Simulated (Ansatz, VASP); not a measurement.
**HfN: VASP beside Ansatz**

```
CELL_PARAMETERS angstrom
0.00000 2.22083 2.27381
2.27381 0.00000 2.27381
2.27381 2.22083 0.00000
ATOMIC_POSITIONS crystal
Hf 0.00167 0.99833 0.00167
N 0.47867 0.52133 0.47867
```

Change from the starting cell: mode 5 frozen in at -0.097 Å, normal strain along y -0.0233.

Alike in both runs: task single point; functional PBE; k mesh 16 × 16 × 16; occupations gaussian, width 0.15 eV; no spin polarisation.

|  | VASP | Ansatz |
| --- | --- | --- |
| version | VASP 6.6.1 | Ansatz 0.2.0 |
| potentials or method | VASP PAW PBE potentials, release 64 (Hf_pv, N), cutoff 520 eV | scalar-relativistic, plane waves, PAW |
| valence electrons in the cell | 15 | 31 |

VASP gave:

* gap on the k mesh at the Fermi level (eV): none
* pressure (GPa): 6.2
* traceless stress, the component that is largest in VASP (GPa): 11.27
* rms of the force components (eV/Å): 0.848

**Question.** Estimate Ansatz's values.

**Answer.** gap on the k mesh at the Fermi level (eV): none; pressure (GPa): 8.5; traceless stress, the component that is largest in VASP (GPa): 11.35; rms of the force components (eV/Å): 0.848.

Atom by atom the forces differ by 0.000 eV/Å (rms over components). A gap of «none» marks a metal or a gap that the smearing closes. With one functional, cell and mesh, what is left measures potentials, basis and numerics. VASP's potentials hold 15 valence electrons a cell and Ansatz's 31, so a difference there can come from the potentials and not from the codes.

Neither program's run includes spin-orbit coupling.
